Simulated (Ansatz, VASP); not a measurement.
## Si2C in VASP and in Ansatz

File INCAR:

```
SYSTEM = Si2C
ALGO = Normal
EDIFF = 1E-6
ENCUT = 520
GGA = PE
ISIF = 2
ISMEAR = 0
ISPIN = 2
LASPH = .True.
LCHARG = .True.
LELF = .True.
LORBIT = 11
LREAL = .False.
LVHAR = .True.
LWAVE = .False.
MAGMOM = 0 0 1
NBANDS = 17
NELM = 150
PREC = Accurate
SIGMA = 0.1
```

Contents of KPOINTS:

```
k-points
0
Gamma
  6 6 4
  0 0 0
```

POSCAR

```
Si2C
1.0
    2.6065567100      0.0000000000      0.0000000000
   -1.3032783600      2.2573443300      0.0000000000
    0.0000000000      0.0000000000      7.3431248300
Si C
2 1
Direct
    0.0000000000      0.0000000000      0.3333333300
    0.0000000000      0.0000000000      0.6666666700
    0.0000000000      0.0000000000      0.0000000000
```

Input for Ansatz:

```yaml
crystal:
  lattice:
    - [2.60655671, 0.0, 0.0]
    - [-1.30327836, 2.25734433, 0.0]
    - [0.0, 0.0, 7.34312483]
  atoms:
    - { symbol: Si, position: [0.0, 0.0, 0.33333333] }
    - { symbol: Si, position: [0.0, 0.0, 0.66666667] }
    - { symbol: C, position: [0.0, 0.0, 0.0], spin: 1.0 }
basis:
  ecutwfc: 420
kpoints:
  mp_grid: { grid: [6, 6, 4] }
hamiltonian:
  xc: pbe
scf:
  occupations: { method: gaussian, width: 0.1 }
  lower_state_search: "off"
output:
  forces: true
  stress: true
  eigenvalues: true
  populations: true
magnetization:
  spin_polarized: true
```

Alike in both runs: task single point; functional PBE; k mesh 6 × 6 × 4; occupations gaussian, width 0.1 eV; collinear spin.

|  | VASP | Ansatz |
| --- | --- | --- |
| version | VASP 6.6.1 | Ansatz 0.2.0 |
| potentials or method | VASP PAW PBE potentials, release 64 (Si, C), cutoff 520 eV | scalar-relativistic, plane waves, PAW |
| valence electrons in the cell | 12 | 12 |

|  | VASP | Ansatz | Ansatz less VASP |
| --- | --- | --- | --- |
| gap on the k mesh at the Fermi level (eV) | none | none | - |
| pressure (GPa) | -12.6 | -12.6 | +0.04 |
| traceless stress, the component that is largest in VASP (GPa) | -1.10 | -1.14 | -0.036 |
| rms of the force components (eV/Å) | 0.985 | 0.988 | +0.0036 |
| net moment per atom (μB) | 0.00 | 0.00 | 0.000 |

Atom by atom the forces differ by 0.004 eV/Å (rms over components). A gap of «none» marks a metal or a gap that the smearing closes. Ansatz's warnings: seeded moment not kept.

The k mesh is coarse, so the values compare programs but aren't converged.
